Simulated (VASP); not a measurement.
# InP3: single point with r2SCAN

Crystal: InP3.

```
In P
1.0
     3.59184    2.07375    3.09971
    -3.59184    2.07375    3.09971
     0.00000   -4.14750    3.09971
In P
2 6
Direct
  0.27025 0.27025 0.27025
  0.72975 0.72975 0.72975
  0.79829 0.24470 0.79829
  0.79829 0.79829 0.24470
  0.24470 0.79829 0.79829
  0.20171 0.75530 0.20171
  0.75530 0.20171 0.20171
  0.20171 0.20171 0.75530
```

This cell differs from its parent crystal: strain -0.040 along x and y, -0.080 along z.

| Item | Value |
| --- | --- |
| Program | VASP 6.6.1 |
| Task | single point |
| Functional | r2SCAN |
| Potentials or basis | VASP PAW PBE potentials, release 64 (In_d, P) |
| Cutoff | 550 eV |
| k mesh | 6 × 6 × 6 |
| Occupations | gaussian, width 0.15 eV |
| Spin | no spin polarisation |
| Dipole correction | no |
| Further INCAR settings | ALGO = Normal; EDIFF = 1e-06; NBANDS = 38 |

| Item | Value |
| --- | --- |
| Pressure | 18.1 GPa |
| Largest force | 1.501 eV/Å |
| Band gap on the k mesh | zero (bands 28 and 29 overlap by 0.21 eV) |

Forces in eV/Å, atoms in the order of the input:
```
In   0.000  0.000  0.200
In   0.000  0.000 -0.200
P   -0.740  0.427 -1.233
P    0.000 -0.855 -1.233
P    0.740  0.427 -1.233
P    0.740 -0.427  1.233
P   -0.740 -0.427  1.233
P    0.000  0.855  1.233
```

Stress tensor (GPa, compression positive):
```
18.56  0.00  0.00
 0.00 18.56  0.00
 0.00  0.00 17.09
```

Levels at points of the mesh, in eV from the Fermi level:
```tsv
k point	band 25	band 26	band 27	band 28	band 29	band 30	band 31	band 32
(0.00, 0.00, 0.00)	-2.94	-2.09	-1.14	-1.14	0.16	0.94	1.82	2.04
(0.50, 0.00, 0.00)	-2.72	-2.14	-1.28	-1.22	0.38	2.47	3.19	3.46
(0.50, 0.50, 0.00)	-1.63	-0.84	-0.83	-0.22	1.43	1.84	2.78	2.80
(0.50, 0.50, 0.50)	-0.22	-0.22	0.18	0.18	2.08	2.25	2.25	2.31
```

Wall time 3.8 min on 1 thread of Intel(R) Xeon(R) 6975P-C (Granite Rapids), with other jobs on the host, peak memory 0.34 GiB.

Caveat: the cell differs from its parent crystal (strain -0.040 along x and y, -0.080 along z); the cell stands under pressure; semilocal functionals underestimate gaps, and a narrow one can read as zero; the PAW data sets were made with another functional, which shifts forces and pressure a little; spin-orbit coupling is left out, which moves the levels of the heavy elements.
